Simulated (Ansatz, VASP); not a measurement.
## One calculation of BiTe4, two programs

File INCAR:

```
ALGO     = Normal         # electronic algorithm
EDIFF    = 1E-6           # SCF threshold, eV
EDIFFG   = -0.01          # ionic threshold
ENCUT    = 600            # plane-wave cutoff, eV
GGA      = PE             # functional
IBRION   = 2              # ionic algorithm
ISIF     = 3              # what is computed and relaxed
ISMEAR   = 0              # smearing method
LASPH    = True           # aspherical terms in the spheres
LCHARG   = False          # write CHGCAR
LREAL    = False          # projectors in reciprocal space
LWAVE    = False          # write WAVECAR
NELM     = 80             # most SCF steps
NSW      = 100            # ionic steps
PREC     = Accurate       # precision mode
SIGMA    = 0.1            # smearing width, eV
```

Contents of KPOINTS:

```
k-points
0
Gamma
  8 8 8
```

File POSCAR:

```
BiTe4
1.0
    5.6810509347      0.0000000000      0.0000000000
    0.0000000000      5.6810509347      0.0000000000
    0.0000000000      0.0000000000      5.6810509347
Bi Te
1 4
Direct
    0.0000000000      0.0000000000      0.0000000000
    0.3026142195      0.3026142195      0.3026142195
    0.6973857805      0.6973857805      0.3026142195
    0.3026142195      0.6973857805      0.6973857805
    0.6973857805      0.3026142195      0.6973857805
```

Input for Ansatz:

```yaml
crystal:
  lattice:
    - [5.6810509347, 0.0, 0.0]
    - [0.0, 5.6810509347, 0.0]
    - [0.0, 0.0, 5.6810509347]
  atoms:
    - { symbol: Bi, position: [0.0, 0.0, 0.0] }
    - { symbol: Te, position: [0.3026142195, 0.3026142195, 0.3026142195] }
    - { symbol: Te, position: [0.6973857805, 0.6973857805, 0.3026142195] }
    - { symbol: Te, position: [0.3026142195, 0.6973857805, 0.6973857805] }
    - { symbol: Te, position: [0.6973857805, 0.3026142195, 0.6973857805] }
basis:
  ecutwfc: 420
kpoints:
  mp_grid: { grid: [8, 8, 8] }
hamiltonian:
  xc: pbe
scf:
  occupations: { method: gaussian, width: 0.1 }
output:
  forces: true
  stress: true
  eigenvalues: true
relax:
  adjacent_minimum: "off"
  f_tol: 0.01
  max_steps: 80
  cell: { stress_tol: 0.05 }
```

Change from the starting cell: species swapped into the SnI4 type (P-43m, No. 215).

Alike in both runs: task relaxation of cell and atoms; functional PBE; k mesh 8 × 8 × 8; occupations gaussian, width 0.1 eV; no spin polarisation.

|  | VASP | Ansatz |
| --- | --- | --- |
| version | VASP 6.6.1 | Ansatz 0.2.0 |
| potentials or method | VASP PAW PBE potentials, release 64 (Bi_d, Te), cutoff 600 eV | scalar-relativistic, plane waves, PAW |
| valence electrons in the cell | 39 | 79 |

|  | VASP | Ansatz | Ansatz less VASP |
| --- | --- | --- | --- |
| gap on the k mesh at the Fermi level, each at its own relaxed structure (eV) | none | none | - |
| relaxed volume (Å³/atom) | 36.78 | 36.87 | +0.088 |
| relaxed cell length with the largest relative difference (Å) | 5.687 | 5.691 | +0.0045 |

A gap of «none» marks a metal or a gap that the smearing closes. VASP's potentials hold 39 valence electrons a cell and Ansatz's 79, so a difference there can come from the potentials and not from the codes.

Neither program's run includes spin-orbit coupling.
